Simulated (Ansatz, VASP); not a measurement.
# One calculation of Cl, two programs

INCAR

```
PREC     = Accurate       # precision mode
ENCUT    = 520            # plane-wave cutoff, eV
EDIFF    = 1E-6           # SCF threshold, eV
ISMEAR   = -1             # smearing method
SIGMA    = 0.08           # smearing width, eV
LREAL    = False          # projectors in reciprocal space
LASPH    = True           # aspherical terms in the spheres
NELM     = 100            # most SCF steps
ALGO     = Normal         # electronic algorithm
ISIF     = 2              # what is computed and relaxed
LWAVE    = False          # write WAVECAR
LCHARG   = False          # write CHGCAR
NBANDS   = 14             # bands
```

KPOINTS

```
regular mesh
0
Gamma
  11 11 11
```

The input POSCAR:

```
Cl
1.0
    0.0000000000      2.4553364659      2.4553364659
    2.4553364659      0.0000000000      2.4553364659
    2.4553364659      2.4553364659      0.0000000000
Cl
2
Direct
   -0.1250000000     -0.1250000000     -0.1250000000
    0.1250000000      0.1250000000      0.1250000000
```

Input for Ansatz:

```yaml
crystal:
  lattice:
    - [0.0, 2.4553364659, 2.4553364659]
    - [2.4553364659, 0.0, 2.4553364659]
    - [2.4553364659, 2.4553364659, 0.0]
  atoms:
    - { symbol: Cl, position: [-0.125, -0.125, -0.125] }
    - { symbol: Cl, position: [0.125, 0.125, 0.125] }
kpoints:
  mp_grid: { grid: [11, 11, 11] }
scf:
  occupations: { method: fermi_dirac, width: 0.08 }
hamiltonian:
  xc: lda
  pseudopotentials: { kind: all_electron, lapw: { basis_error: 0.001 } }
output:
  forces: true
  stress: true
  eigenvalues: true
  populations: true
```

Change from the starting cell: volume scaled by 0.5, LAPW.

Alike in both runs: task single point; functional LDA; k mesh 11 × 11 × 11; occupations fermi-dirac, width 0.08 eV; no spin polarisation.

|  | VASP | Ansatz |
| --- | --- | --- |
| version | VASP 6.6.1 | Ansatz 0.2.0 |
| potentials or method | VASP PAW LDA potentials, release 64 (Cl), cutoff 520 eV | all-electron LAPW, scalar-relativistic |

```tsv
	VASP	Ansatz	Ansatz less VASP
pressure (GPa)	71.0	70.8	-0.18
```

LDA's correlation is that of Perdew and Zunger in VASP and of Perdew and Wang (1992) in Ansatz. Both programs put the cell under a high pressure, so it lies far from rest at this level. Ansatz ran all-electron here, and VASP with PAW potentials.

Noted on VASP's run: the cell as given lies far from equilibrium.
